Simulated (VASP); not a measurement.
# Si2Ni (I4/mmm) in VASP: a series of runs

Runs on Si2Ni. Level: PBE. Tasks: single point.

Program: VASP 6.6.1. These are calculated values, not measurements. Logs are shortened: lines on timing, memory, paths and dates and some standing lists are left out, and cuts for length are marked.

**1. The cell of the first run**

Symmetry: I4/mmm, No. 139, tetragonal system. Conventional cell: a = 3.620 Å, b = 3.620 Å, c = 5.643 Å, α = 90.00°, β = 90.00°, γ = 90.00°. Within 3.0 Å of Si (site symmetry -4m2) lie 4 Ni at 2.29 Å and 6 Si at 2.56 to 2.82 Å. Within 3.0 Å of Ni (site symmetry 4/mmm) lie 8 Si at 2.29 Å.

**2. Single point, PBE (biaxial strain in the a-b plane: -6.0 %)**

INCAR

```
PREC = Accurate
ENCUT = 520
EDIFF = 1E-7
ISMEAR = 0
SIGMA = 0.1
LREAL = F
LASPH = T
NELM = 80
ALGO = Normal
ISIF = 2
LWAVE = F
LCHARG = F
GGA = PE
NBANDS = 27
```

KPOINTS

```
regular mesh
0
Gamma
  10 10 8
```

POSCAR

```
Si2Ni
1.0
    2.5599907840      2.5599907840      0.0000000000
   -2.5599907840      2.5599907840      0.0000000000
    0.0000000000      0.0000000000      5.6428733026
Si Ni
4 2
Direct
    0.0000000000      0.5000000000      0.7500000000
    0.5000000000      0.0000000000      0.7500000000
    0.5000000000      0.0000000000      0.2500000000
    0.0000000000      0.5000000000      0.2500000000
    0.0000000000      0.0000000000      0.0000000000
    0.5000000000      0.5000000000      0.5000000000
```

Potentials or basis: VASP PAW PBE potentials, release 64 (Si, Ni).

Launch:

```sh
$ cat potpaw_PBE.64/Si/POTCAR potpaw_PBE.64/Ni/POTCAR > POTCAR
$ mpirun -np 1 vasp_std > vasp.out
```

OUTCAR:

```text
PREC = Accurate
   ENCUT = 520
   EDIFF = 1E-7
   ISMEAR = 0
   LREAL = F
   LASPH = T
   NELM = 80
   ISIF = 2
   GGA = PE

 ion  position               nearest neighbor table
   1  0.000  0.500  0.750-   5 2.29   6 2.29   5 2.29   6 2.29   2 2.56   2 2.56   2 2.56   2 2.56
                             4 2.82   4 2.82
   2  0.500  0.000  0.750-   5 2.29   6 2.29   6 2.29   5 2.29   1 2.56   1 2.56   1 2.56   1 2.56
                             3 2.82   3 2.82
   3  0.500  0.000  0.250-   5 2.29   6 2.29   6 2.29   5 2.29   4 2.56   4 2.56   4 2.56   4 2.56
                             2 2.82   2 2.82
   4  0.000  0.500  0.250-   5 2.29   6 2.29   5 2.29   6 2.29   3 2.56   3 2.56   3 2.56   3 2.56
                             1 2.82   1 2.82
   5  0.000  0.000  0.000-   1 2.29   2 2.29   3 2.29   4 2.29   1 2.29   4 2.29   2 2.29   3 2.29

   6  0.500  0.500  0.500-   1 2.29   2 2.29   3 2.29   4 2.29   2 2.29   3 2.29   1 2.29   4 2.29

  LATTYP: Found a simple tetragonal cell.
 ALAT       =     3.6203736863
 C/A-ratio  =     1.5586438836

  Lattice vectors:

 A1 = (   2.5599907840,   2.5599907840,   0.0000000000)
 A2 = (  -2.5599907840,   2.5599907840,   0.0000000000)
 A3 = (   0.0000000000,   0.0000000000,   5.6428733026)

Analysis of symmetry for initial positions (statically):
=====================================================================
 Subroutine PRICEL returns following result:

  LATTYP: Found a body centered tetragonal cell.
 ALAT       =     3.6203736863
 C/A-ratio  =     1.5586438836

  Lattice vectors:

 A1 = (   2.5599907840,   0.0000000000,  -2.8214366513)
 A2 = (  -2.5599907840,   0.0000000000,  -2.8214366513)
 A3 = (   0.0000000000,   2.5599907840,   2.8214366513)

   2 primitive cells build up your supercell.

 Routine SETGRP: Setting up the symmetry group for a
 simple tetragonal supercell.

 Subroutine GETGRP returns: Found 16 space group operations
 (whereof 16 operations were pure point group operations)
 out of a pool of 16 trial point group operations.

The static configuration has the point symmetry D_4h.

Analysis of symmetry for dynamics (positions and initial velocities):
=====================================================================
 Subroutine PRICEL returns following result:

  LATTYP: Found a body centered tetragonal cell.
 ALAT       =     3.6203736863
 C/A-ratio  =     1.5586438836

  Lattice vectors:

 A1 = (   2.5599907840,   0.0000000000,  -2.8214366513)
 A2 = (  -2.5599907840,   0.0000000000,  -2.8214366513)
 A3 = (   0.0000000000,   2.5599907840,   2.8214366513)

   2 primitive cells build up your supercell.

 Routine SETGRP: Setting up the symmetry group for a
 simple tetragonal supercell.

 Subroutine GETGRP returns: Found 16 space group operations
 (whereof 16 operations were pure point group operations)
 out of a pool of 16 trial point group operations.

The dynamic configuration has the point symmetry D_4h.

 Subroutine INISYM returns: Found 16 space group operations
 (whereof 16 operations are pure point group operations),
 and found     2 'primitive' translations

----------------------------------------------------------------------------------------

                                     Primitive cell

  volume of cell :      36.9809

  direct lattice vectors                    reciprocal lattice vectors
     2.559990784  0.000000000 -2.821436651     0.195313203  0.195313203 -0.177214682
    -2.559990784  0.000000000 -2.821436651    -0.195313203  0.195313203 -0.177214682
     0.000000000  2.559990784  2.821436651     0.000000000  0.390626406  0.000000000

  length of vectors
     3.809731958  3.809731958  3.809731958     0.328176078  0.328176078  0.390626406

  position of ions in fractional coordinates (direct lattice)
     0.250000000  0.750000000  0.500000000
     0.750000000  0.250000000  0.500000000
     0.000000000  0.000000000  0.000000000

  ion indices of the primitive-cell ions
   primitive index   ion index
                 1           1
                 2           4
                 3           5

----------------------------------------------------------------------------------------

 KPOINTS: regular mesh

Automatic generation of k-mesh.
 Grid dimensions read from file:
 generate k-points for:   10   10    8

 Generating k-lattice:

  Cartesian coordinates                     Fractional coordinates (reciprocal lattice)
     0.019531320  0.019531320  0.000000000     0.100000000  0.000000000  0.000000000
    -0.019531320  0.019531320  0.000000000     0.000000000  0.100000000  0.000000000
     0.000000000  0.000000000  0.022151835     0.000000000  0.000000000  0.125000000

  Length of vectors
     0.027621458  0.027621458  0.022151835

  Shift w.r.t. Gamma in fractional coordinates (k-lattice)
     0.000000000  0.000000000  0.000000000

 Subroutine IBZKPT returns following result:
 ===========================================

 Found    105 irreducible k-points:

 Following reciprocal coordinates:
            Coordinates               Weight
  0.000000  0.000000  0.000000      1.000000
  0.100000  0.000000  0.000000      4.000000
  0.200000  0.000000  0.000000      4.000000
  0.300000  0.000000  0.000000      4.000000
  0.400000  0.000000  0.000000      4.000000
  0.500000  0.000000  0.000000      2.000000
[... 16 lines left out ...]
  0.100000  0.000000  0.125000      8.000000
  0.200000  0.000000  0.125000      8.000000
 [... further k-points ...]
   k-points           NKPTS =    105   k-points in BZ     NKDIM =    105   number of bands    NBANDS=     27
   number of dos      NEDOS =    301   number of ions     NIONS =      6
   total plane-waves  NPLWV =  32928
   dimension x,y,z NGX =    28 NGY =   28 NGZ =   42
   dimension x,y,z NGXF=    56 NGYF=   56 NGZF=   84
   ions per type =               4   2
   NGX,Y,Z   is equivalent  to a cutoff of  12.86, 12.86, 12.37 a.u.
   NGXF,Y,Z  is equivalent  to a cutoff of  25.71, 25.71, 24.75 a.u.
 SYSTEM =  unknown system
   PREC   = accura    normal or accurate (medium, high low for compatibility)
   ISTART =      0    job   : 0-new  1-cont  2-samecut
   ICHARG =      2    charge: 1-file 2-atom 10-const
   ISPIN  =      1    spin polarized calculation?
   LNONCOLLINEAR =      F non collinear calculations
   LSORBIT =      F    spin-orbit coupling
   LASPH  =      T    aspherical Exc in radial PAW
   ENCUT  =  520.0 eV  38.22 Ry    6.18 a.u.   6.73  6.73 10.49*2*pi/ulx,y,z
   NELM   =     80;   NELMIN=  2; NELMDL= -5     # of ELM steps
   EDIFF  = 0.1E-06   stopping-criterion for ELM
   LREAL  =      F    real-space projection
   EDIFFG = 0.1E-05   stopping-criterion for IOM
   NSW    =      0    number of steps for IOM
   IBRION =     -1    ionic relax: 0-MD 1-quasi-New 2-CG
   NFREE  =      0    steps in history (QN), initial steepest desc. (CG)
   ISIF   =      2    stress and relaxation
   ISYM   =      2    0-nonsym 1-usesym 2-fastsym
   POTIM  = 0.5000    time-step for ionic-motion
   TEBEG  =    0.0;   TEEND  =   0.0 temperature during run
   PSTRESS=    0.0 pullay stress
   NELECT =      36.0000    total number of electrons
   NUPDOWN=      -1.0000    fix difference up-down
   EMIN   =  10.00;   EMAX   =-10.00  energy-range for DOS
   EFERMI =   0.00;   METHOD = LEGACY
   ISMEAR =     0;   SIGMA  =   0.10  broadening in eV -4-tet -1-fermi 0-gaus
   EFERMI_NEDOS =   21; number of points for ismear=-14 and -15
   IALGO  =     38    algorithm
   IMIX   =      4    mixing-type and parameters
     AMIX     =   0.40;   BMIX     =  1.00
     AMIX_MAG =   1.60;   BMIX_MAG =  1.00
  volume/ion in A,a.u.               =      12.33        83.19
  Fermi-wavevector in a.u.,A,eV,Ry     =   1.287775  2.433542 22.563416  1.658364
  Thomas-Fermi vector in A             =   2.419769
   LORBIT       =      0    0 simple, 1 ext, 2 COOP (PROOUT), +10 PAW based schemes
   GGA     = PE    functional components
   LHFCALC =     F    Hartree Fock is set to
   AEXX    =    0.0000 exact exchange contribution
   IVDW    =     0    specifies the selected vdW correction
   LEPSILON=     F    determine dielectric tensor
   LRPA    =     F    only Hartree local field effects (RPA)
 non-spin polarized calculation
 Gauss-broadening in eV      SIGMA  =   0.10
  energy-cutoff  :      520.00
  volume of cell :       73.96
 maximum number of plane-waves:      2024
 NGX is ok and might be reduce to    28
   NGX = 13   NGY = 13   NGZ = 21

 number of electron      36.0000011 magnetization

 Free energy of the ion-electron system (eV)
  ---------------------------------------------------
  ext. energy  EPLUGINS =         0.00000000
  ---------------------------------------------------
  free energy    TOTEN  =       -34.34370691 eV

  energy without entropy =      -34.33467523  energy(sigma->0) =      -34.33919107

 E-fermi :  11.4297     XC(G=0): -11.8954

 val. band max:       11.4189863813   @ k =   0.1000   0.0000   0.2500
 cond. band min:      11.4536594590   @ k =   0.5000   0.3000   0.2500
 fundamental gap:      0.0346730776
 Fermi energy:        11.4297427487

 k-point     1 :       0.0000    0.0000    0.0000
  band No.  band energies     occupation
      1      -3.0816      2.00000
      2       0.2690      2.00000
      3       2.8208      2.00000
      4       4.5129      2.00000
      5       5.7348      2.00000
      6       5.7348      2.00000
[... 19 lines left out ...]
     26      17.5388      0.00000
     27      17.5987      0.00000

 k-point     2 :       0.1000    0.0000    0.0000
  band No.  band energies     occupation
      1      -2.9702      2.00000
      2       0.3602      2.00000
      3       2.9264      2.00000
      4       4.1985      2.00000
      5       5.5199      2.00000
      6       5.7842      2.00000
[... 19 lines left out ...]
     26      16.4474      0.00000
     27      16.7572      0.00000

 k-point     3 :       0.2000    0.0000    0.0000
  band No.  band energies     occupation
      1      -2.6377      2.00000
      2       0.6316      2.00000
      3       3.0991      2.00000
      4       3.3941      2.00000
      5       4.9410      2.00000
      6       5.9270      2.00000
[... 19 lines left out ...]
     26      16.3500      0.00000
     27      16.6541      0.00000

 k-point     4 :       0.3000    0.0000    0.0000
  band No.  band energies     occupation
      1      -2.0889      2.00000
      2       1.0767      2.00000
      3       1.9679      2.00000
      4       3.7959      2.00000
      5       4.1426      2.00000
      6       5.9646      2.00000
[... 19 lines left out ...]
     26      16.7539      0.00000
     27      17.0745      0.00000

 k-point     5 :       0.4000    0.0000    0.0000
  band No.  band energies     occupation
      1      -1.3325      2.00000
      2       0.7340      2.00000
      3       1.6826      2.00000
      4       3.2689      2.00000
      5       4.4468      2.00000
      6       5.6715      2.00000
[... 19 lines left out ...]
     26      16.8129      0.00000
     27      17.7609      0.00000

 k-point     6 :       0.5000    0.0000    0.0000
  band No.  band energies     occupation
      1      -0.3831      2.00000
      2      -0.3831      2.00000
      3       2.4265      2.00000
      4       2.4265      2.00000
      5       5.1306      2.00000
      6       5.1306      2.00000
[... 444 lines left out ...]
      1       1.6898      2.00000
      2       1.6898      2.00000
      3       2.8826      2.00000
      4       2.8826      2.00000
      5       3.4826      2.00000
      6       3.4826      2.00000
[... 19 lines left out ...]
     26      18.9755      0.00000
     27      20.6225      0.00000

 k-point    22 :       0.0000    0.0000    0.1250
  band No.  band energies     occupation
      1      -3.0117      2.00000
      2      -0.0670      2.00000
      3       3.2500      2.00000
      4       4.5587      2.00000
      5       5.7526      2.00000
      6       5.7526      2.00000
[... 19 lines left out ...]
     26      17.6118      0.00000
     27      17.6118      0.00000

 k-point    23 :       0.1000    0.0000    0.1250
  band No.  band energies     occupation
      1      -2.9006      2.00000
      2       0.0282      2.00000
      3       3.3500      2.00000
      4       4.2426      2.00000
      5       5.4762      2.00000
      6       5.8005      2.00000
[... 19 lines left out ...]
     26      16.5093      0.00000
     27      16.9789      0.00000

 k-point    24 :       0.2000    0.0000    0.1250
  band No.  band energies     occupation
      1      -2.5688      2.00000
      2       0.3109      2.00000
      3       3.2632      2.00000
      4       3.6829      2.00000
      5       4.8452      2.00000
      6       5.9380      2.00000
[... 19 lines left out ...]
     26      16.4042      0.00000
     27      16.5538      0.00000

 [... further k-points ...]

------------------------ aborting loop because EDIFF is reached ----------------------------------------

  FORCE on cell =-STRESS in cart. coord.  units (eV):
  Direction    XX          YY          ZZ          XY          YZ          ZX
  --------------------------------------------------------------------------------------
  -------------------------------------------------------------------------------------
  Total        8.3052321      8.3052321      4.8247425      0.0000000     -0.0000000     -0.0000000
  in kB      179.9099814    179.9099814    104.5147580      0.0000000     -0.0000000     -0.0000000
  external PRESSURE =     154.7782402 kB  Pullay stress =       0.0000000 kB

 VOLUME and BASIS-vectors are now :
 -----------------------------------------------------------------------------
  energy-cutoff  :      520.00
  volume of cell :       73.96
      direct lattice vectors                 reciprocal lattice vectors
     2.559990784  2.559990784  0.000000000     0.195313203  0.195313203  0.000000000
    -2.559990784  2.559990784  0.000000000    -0.195313203  0.195313203  0.000000000
     0.000000000  0.000000000  5.642873303     0.000000000  0.000000000  0.177214682

 POSITION                                       TOTAL-FORCE (eV/Angst)
 -----------------------------------------------------------------------------------
     -1.28000      1.28000      4.23215         0.000000      0.000000      0.000000
      1.28000      1.28000      4.23215         0.000000      0.000000      0.000000
      1.28000      1.28000      1.41072        -0.000000      0.000000      0.000000
     -1.28000      1.28000      1.41072         0.000000      0.000000     -0.000000
      0.00000      0.00000      0.00000         0.000000     -0.000000      0.000000
      0.00000      2.55999      2.82144        -0.000000     -0.000000      0.000000
 -----------------------------------------------------------------------------------
    total drift:                               -0.000000      0.000000      0.000000

  FREE ENERGIE OF THE ION-ELECTRON SYSTEM (eV)
  ---------------------------------------------------
  free  energy   TOTEN  =       -34.3437069111 eV

  energy  without entropy=      -34.3346752298  energy(sigma->0) =      -34.33919107
```

It took 83 s on 1 thread of Intel Xeon 6975P-C (Granite Rapids), shared host; peak memory 0.29 GiB.

Results:

* Free energy: -34.3437 eV
* Pressure: 15.5 GPa
* Band gap on the k mesh: zero (bands 18 and 19 overlap by 1.85 eV)

Caveat: the cell differs from its parent crystal (biaxial strain in the a-b plane: -6.0 %); the cell stands under pressure.

**3. Single point, PBE (biaxial strain in the a-b plane: -6.0 %, then relaxed in part)**

INCAR

```
SYSTEM = Si2Ni
PREC = Accurate
ENCUT = 520
EDIFF = 1E-7
ISMEAR = 0
SIGMA = 0.1
LREAL = .FALSE.
LASPH = .TRUE.
NELM = 100
ALGO = Normal
ISIF = 2
LWAVE = .FALSE.
LCHARG = .FALSE.
GGA = PE
NBANDS = 27
```

KPOINTS

```
Automatic mesh
0
G
  10 10 8
  0 0 0
```

POSCAR, as its differences from that of step 2:

```diff
@@ -4,3 +4,3 @@
    -2.5599907840      2.5599907840      0.0000000000
-    0.0000000000      0.0000000000      5.6428733026
+    0.0000000000      0.0000000000      5.9132824057
 Si Ni
```

Potentials or basis: VASP PAW PBE potentials, release 64 (Si, Ni).

Launch:

```sh
$ cat potpaw_PBE.64/Si/POTCAR potpaw_PBE.64/Ni/POTCAR > POTCAR
$ mpirun -np 1 vasp_std > vasp.out
```

Run time: 96 s. Hardware: 1 thread of Intel Xeon 6975P-C (Granite Rapids), shared host; peak memory 0.31 GiB.

It converged, with:

```
Free energy            : -34.4586 eV
Pressure               : 7.1 GPa
Band gap on the k mesh : zero (bands 18 and 19 overlap by 1.86 eV)
```

Stress tensor (GPa, compression positive):
```
10.68  0.00  0.00
 0.00 10.68  0.00
 0.00  0.00  0.09
```

Levels at points of the mesh, in eV from the Fermi level:
```csv
k point,band 14,band 15,band 16,band 17,band 18,band 19,band 20,band 21,band 22,band 23
"(0.00, 0.00, 0.00)",-3.25,-2.99,0.09,0.40,0.72,1.20,1.20,1.89,2.55,2.90
"(0.50, 0.00, 0.00)",-3.13,-3.09,-3.09,-0.59,-0.59,2.09,2.09,2.34,2.34,3.84
"(0.50, 0.50, 0.00)",-3.47,-3.24,-3.24,-2.86,-2.86,-0.63,-0.63,1.25,1.25,6.44
"(0.00, 0.00, 0.50)",-2.72,-1.58,-1.58,-1.58,-1.58,0.31,0.31,2.04,2.04,5.12
"(0.50, 0.00, 0.50)",-3.10,-2.14,-2.14,-0.88,-0.88,1.08,1.08,2.00,2.00,2.26
"(0.50, 0.50, 0.50)",-3.24,-2.87,-2.87,-2.67,-2.67,1.66,1.66,1.66,1.66,3.63
```

Caveat: the cell differs from its parent crystal (biaxial strain in the a-b plane: -6.0 %, then relaxed in part); the cell stands under pressure.

**4. Single point, PBE (biaxial strain in the a-b plane: -4.0 %, then relaxed in part)**

INCAR

```
SYSTEM = Si2Ni
  ALGO = Normal
  EDIFF = 1E-7
  ENCUT = 520
  GGA = PE
  ISIF = 2
  ISMEAR = 0
  LASPH = .True.
  LCHARG = .False.
  LREAL = .False.
  LWAVE = .False.
  NBANDS = 27
  NELM = 80
  PREC = Accurate
  SIGMA = 0.1
```

KPOINTS

```
k-points
0
Gamma
  10 10 8
  0 0 0
```

POSCAR, as its differences from that of step 3:

```diff
@@ -2,5 +2,5 @@
 1.0
-    2.5599907840      2.5599907840      0.0000000000
-   -2.5599907840      2.5599907840      0.0000000000
-    0.0000000000      0.0000000000      5.9132824057
+    2.6144586730      2.6144586730      0.0000000000
+   -2.6144586730      2.6144586730      0.0000000000
+    0.0000000000      0.0000000000      5.7603354546
 Si Ni
```

Launch:

```sh
$ cat potpaw_PBE.64/Si/POTCAR potpaw_PBE.64/Ni/POTCAR > POTCAR
$ mpirun -np 1 vasp_std > vasp.out
```

Wall time 98 s (1 thread of Intel Xeon 6975P-C (Granite Rapids), shared host); peak memory 0.31 GiB.

Results (log left out):

- Free energy: -34.6245 eV
- Pressure: 4.0 GPa
- Band gap on the k mesh: zero (bands 18 and 19 overlap by 1.93 eV)

Stress tensor (GPa, compression positive):
```
5.94 0.00 0.00
0.00 5.94 0.00
0.00 0.00 0.12
```

Levels at points of the mesh, in eV from the Fermi level:
```csv
k point,band 16,band 17,band 18,band 19,band 20,band 21
"(0.00, 0.00, 0.00)",-0.15,0.08,1.35,1.35,1.38,1.78
"(0.50, 0.00, 0.00)",-2.97,-0.77,-0.77,1.73,1.73,2.45
"(0.50, 0.50, 0.00)",-3.34,-2.96,-2.96,-0.58,-0.58,1.31
"(0.00, 0.00, 0.50)",-1.63,-1.63,-1.63,0.02,0.02,2.06
"(0.50, 0.00, 0.50)",-1.86,-1.05,-1.05,1.36,1.36,1.94
"(0.50, 0.50, 0.50)",-2.95,-2.56,-2.56,1.80,1.80,1.80
```

Caveat: the cell differs from its parent crystal (biaxial strain in the a-b plane: -4.0 %, then relaxed in part); the cell stands under pressure.

**5. The runs side by side**

| cell | gap on the mesh (eV) | pressure (GPa) |
| --- | --- | --- |
| a = 3.620, b = 3.620, c = 5.643 Å, 6 atoms | none | 15.5 |
| a = 3.620, b = 3.620, c = 5.913 Å, 6 atoms | none | 7.1 |
| a = 3.697, b = 3.697, c = 5.760 Å, 6 atoms | none | 4.0 |

Alike in all rows: task single point; level PBE; potentials or basis VASP PAW PBE potentials, release 64 (Si, Ni); no spin polarisation; k mesh 10 × 10 × 8; cutoff (eV) 520; smearing gaussian 0.1 eV.

Caveats: the cell stands under pressure.

Total energies depend on the potentials used, so only differences within one code and one set of settings carry meaning.
